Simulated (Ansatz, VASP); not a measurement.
One calculation of ZnS, two programs

Contents of INCAR:

```
SYSTEM = ZnS
PREC = Accurate
ENCUT = 600
EDIFF = 1E-6
ISMEAR = 0
SIGMA = 0.02
LREAL = .False.
LASPH = .True.
NELM = 60
ALGO = Normal
ISIF = 3
LWAVE = .False.
LCHARG = .False.
GGA = PE
IBRION = 2
NSW = 100
EDIFFG = -0.002
```

The input KPOINTS:

```
Automatic mesh
0
Gamma
  10 10 10
  0 0 0
```

File POSCAR:

```
ZnS
1.0
    0.0000000000      2.6936828800      2.6936828800
    2.6936828800      0.0000000000      2.6936828800
    2.6936828800      2.6936828800      0.0000000000
Zn S
1 1
Direct
    0.0000000000      0.0000000000      0.0000000000
    0.7500000000      0.7500000000      0.7500000000
```

Input for Ansatz:

```yaml
crystal:
  lattice:
    - [0.0, 2.69368288, 2.69368288]
    - [2.69368288, 0.0, 2.69368288]
    - [2.69368288, 2.69368288, 0.0]
  atoms:
    - { symbol: Zn, position: [0.0, 0.0, 0.0] }
    - { symbol: S, position: [0.75, 0.75, 0.75] }
basis:
  ecutwfc: 420
kpoints:
  mp_grid: { grid: [10, 10, 10] }
hamiltonian:
  xc: pbe
  pseudopotentials: { kind: paw, azcp: { folder: soft_1 } }
scf:
  occupations: { method: gaussian, width: 0.02 }
output:
  forces: true
  stress: true
  eigenvalues: true
relax:
  adjacent_minimum: "off"
  f_tol: 0.002
  max_steps: 80
  cell: { stress_tol: 0.02 }
```

Alike in both runs: task relaxation of cell and atoms; functional PBE; k mesh 10 × 10 × 10; occupations gaussian, width 0.02 eV; no spin polarisation.

|  | VASP | Ansatz |
| --- | --- | --- |
| version | VASP 6.6.1 | Ansatz 0.2.0 |
| potentials or method | VASP PAW PBE potentials, release 64 (Zn, S), cutoff 600 eV | scalar-relativistic, plane waves, PAW |
| valence electrons in the cell | 18 | 18 |

```tsv
	VASP	Ansatz	Ansatz less VASP
gap on the k mesh at the Fermi level, each at its own relaxed structure (eV)	2.01	2.01	+0.001
relaxed volume (Å³/atom)	20.21	20.16	-0.044
relaxed cell length with the largest relative difference (Å)	3.852	3.849	-0.0028
```
